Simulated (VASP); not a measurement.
A run of VASP 6.6.1:

Contents of INCAR:

```
SYSTEM = SrCl2
PREC = Accurate
ENCUT = 520
EDIFF = 1E-7
ISMEAR = -1
SIGMA = 0.03
LREAL = .False.
LASPH = .True.
NELM = 60
ALGO = Normal
ISIF = 2
LWAVE = .False.
LCHARG = .False.
GGA = PS
NBANDS = 19
```

KPOINTS

```
Automatic mesh
0
Gamma
  7 7 7
  0 0 0
```

The input POSCAR:

```
SrCl2
1.0
    0.0000000000      3.4997473228      3.4997473228
    3.4997473228      0.0000000000      3.4997473228
    3.4997473228      3.4997473228      0.0000000000
Sr Cl
1 2
Direct
    0.0000000000      0.0000000000      0.0000000000
    0.7500000000      0.7500000000      0.7500000000
    0.2500000000      0.2500000000      0.2500000000
```

Potentials or basis: VASP PAW PBE potentials, release 64 (Sr_sv, Cl).

Launch:

```bash
$ cat potpaw_PBE.64/Sr_sv/POTCAR potpaw_PBE.64/Cl/POTCAR > POTCAR
$ mpirun -np 1 vasp_std > vasp.out
```

Hardware: 1 thread of Intel(R) Xeon(R) Platinum 8375C CPU @ 2.90GHz (Ice Lake) (shared host).

Task: How long does it take, and how much memory?

Result: Wall time 45 s on 1 thread of Intel(R) Xeon(R) Platinum 8375C CPU @ 2.90GHz (Ice Lake), with other jobs on the host, peak memory 0.24 GiB. Counts: scf iterations 13, k points 20.
